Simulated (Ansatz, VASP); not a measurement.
**One calculation of Ir, two programs**

INCAR

```
SYSTEM = Ir
PREC = Accurate
ENCUT = 560
EDIFF = 1E-7
ISMEAR = 0
SIGMA = 0.1
LREAL = .FALSE.
LASPH = .TRUE.
NELM = 120
ALGO = Normal
ISIF = 3
LWAVE = .FALSE.
LCHARG = .FALSE.
GGA = CA
IBRION = 2
NSW = 100
EDIFFG = -0.005
GGA_COMPAT = .FALSE.
NELMIN = 4
```

File KPOINTS:

```
regular mesh
0
G
  18 18 18
  0 0 0
```

File POSCAR:

```
Ir
1.0
    0.0000000000      1.9197000000      1.9197000000
    1.9197000000      0.0000000000      1.9197000000
    1.9197000000      1.9197000000      0.0000000000
Ir
1
Direct
    0.0000000000      0.0000000000      0.0000000000
```

Input for Ansatz:

```yaml
crystal:
  lattice:
    - [0.0, 1.9197, 1.9197]
    - [1.9197, 0.0, 1.9197]
    - [1.9197, 1.9197, 0.0]
  atoms:
    - { symbol: Ir, position: [0.0, 0.0, 0.0] }
basis:
  ecutwfc: 420
kpoints:
  mp_grid: { grid: [18, 18, 18] }
hamiltonian:
  xc: lda
scf:
  occupations: { method: gaussian, width: 0.1 }
output:
  forces: true
  stress: true
  eigenvalues: true
relax:
  adjacent_minimum: "off"
  f_tol: 0.005
  max_steps: 80
  cell: { stress_tol: 0.05 }
```

Alike in both runs: task relaxation of cell and atoms; functional LDA; k mesh 18 × 18 × 18; occupations gaussian, width 0.1 eV; no spin polarisation.

```csv
,VASP,Ansatz
version,VASP 6.6.1,Ansatz 0.2.0
potentials or method,"VASP PAW LDA potentials, release 64 (Ir_sv_GW), cutoff 560 eV","scalar-relativistic, plane waves, PAW"
valence electrons in the cell,17,17
```

VASP gave:

```
gap on the k mesh at the Fermi level, each at its own relaxed structure (eV)  : none
relaxed volume (Å³/atom)                                                      : 13.83
relaxed length of the cell vector where the two differ most in proportion (Å) : 2.694
```

Estimate Ansatz's values.

gap on the k mesh at the Fermi level, each at its own relaxed structure (eV): none; relaxed volume (Å³/atom): 13.84; relaxed length of the cell vector where the two differ most in proportion (Å): 2.695.

LDA's correlation is that of Perdew and Zunger in VASP and of Perdew and Wang (1992) in Ansatz. A gap of «none» marks a metal or a gap that the smearing closes.

Spin-orbit coupling is off throughout.
